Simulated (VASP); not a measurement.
LiCl, 2 atoms in the cell. Symmetry: Fm-3m, No. 225, cubic system. The conventional cell has a = 5.130 Å, b = 5.130 Å, c = 5.130 Å, α = 90.00°, β = 90.00°, γ = 90.00°. Cl (site symmetry m-3m) has 6 Li at 2.56 Å within 3.4 Å. Within 3.4 Å of Li (site symmetry m-3m) lie 6 Cl at 2.56 Å. 

- Program: VASP 6.6.1
- Task: relaxation of cell and atoms
- Functional: BLYP
- Potentials or basis: VASP PAW PBE potentials, release 64 (Cl, Li_sv)
- Cutoff: 600 eV
- k mesh: 9 × 9 × 9
- Occupations: fermi-dirac, width 0.05 eV
- Spin: no spin polarisation
- Dipole correction: no
- Further INCAR settings: ALGO = Normal; EDIFF = 1e-06; IBRION = 2; EDIFFG = -0.01; NSW = 80; ISIF = 3

Potentials or basis: VASP PAW PBE potentials, release 64 (Cl, Li_sv).

Command:

```sh
$ cat potpaw_PBE.64/Cl/POTCAR potpaw_PBE.64/Li_sv/POTCAR > POTCAR
$ mpirun -np 1 vasp_std > vasp.out
```

Hardware: 1 thread of Intel(R) Xeon(R) Platinum 8488C (Sapphire Rapids), on a shared host.

Problem. Estimate the wall time of this run.

Solution. It took 47 s on 1 thread of Intel(R) Xeon(R) Platinum 8488C (Sapphire Rapids) (shared host), peak memory 0.16 GiB. Counts: scf iterations 30, k points 35, ion steps 4.
